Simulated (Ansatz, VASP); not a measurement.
# MgCdTe3 in VASP and in Ansatz

The input INCAR:

```
  ALGO = Normal
  EDIFF = 1E-6
  ENCUT = 520
  GGA = PE
  ISIF = 2
  ISMEAR = 0
  LASPH = T
  LCHARG = T
  LELF = T
  LREAL = F
  LVHAR = T
  LWAVE = F
  NBANDS = 24
  NELM = 60
  PREC = Accurate
  SIGMA = 0.1
```

The input KPOINTS:

```
k-points
0
Gamma
  3 3 3
```

The input POSCAR:

```
MgCdTe3
1.0
    3.4696094700      2.0031799600      3.8125802900
   -3.4696094700      2.0031799600      3.8125802900
    0.0000000000     -4.0063599300      3.8125802900
Mg Cd Te
1 1 3
Direct
    0.0000000000      0.0000000000      0.0000000000
    0.5000000000      0.5000000000      0.5000000000
    0.5000000000      0.5000000000      0.0000000000
    0.0000000000      0.5000000000      0.5000000000
    0.5000000000      0.0000000000      0.5000000000
```

Input for Ansatz:

```yaml
crystal:
  lattice:
    - [3.46960947, 2.00317996, 3.81258029]
    - [-3.46960947, 2.00317996, 3.81258029]
    - [0.0, -4.00635993, 3.81258029]
  atoms:
    - { symbol: Mg, position: [0.0, 0.0, 0.0] }
    - { symbol: Cd, position: [0.5, 0.5, 0.5] }
    - { symbol: Te, position: [0.5, 0.5, 0.0] }
    - { symbol: Te, position: [0.0, 0.5, 0.5] }
    - { symbol: Te, position: [0.5, 0.0, 0.5] }
basis:
  ecutwfc: 420
kpoints:
  mp_grid: { grid: [3, 3, 3] }
hamiltonian:
  xc: pbe
scf:
  occupations: { method: gaussian, width: 0.1 }
  lower_state_search: "off"
output:
  forces: true
  stress: true
  eigenvalues: true
```

Alike in both runs: task single point; functional PBE; k mesh 3 × 3 × 3; occupations gaussian, width 0.1 eV; no spin polarisation.

```csv
,VASP,Ansatz
version,VASP 6.6.1,Ansatz 0.2.0
potentials or method,"VASP PAW PBE potentials, release 64 (Mg, Cd, Te), cutoff 520 eV","scalar-relativistic, plane waves, PAW"
valence electrons in the cell,32,78
```

Ansatz gave:

- gap on the k mesh at the Fermi level (eV): none
- pressure (GPa): 4.6
- traceless stress, the component that is largest in VASP (GPa): 5.06

Q: What did VASP give for the same quantities?

A: gap on the k mesh at the Fermi level (eV): none; pressure (GPa): 4.7; traceless stress, the component that is largest in VASP (GPa): 5.13.

A gap of «none» marks a metal or a gap that the smearing closes. With one functional, cell and mesh, what is left measures potentials, basis and numerics. VASP's potentials hold 32 valence electrons a cell and Ansatz's 78, so a difference there can come from the potentials and not from the codes.

The k mesh is coarse, so the values compare programs but aren't converged. Spin-orbit coupling is off throughout.
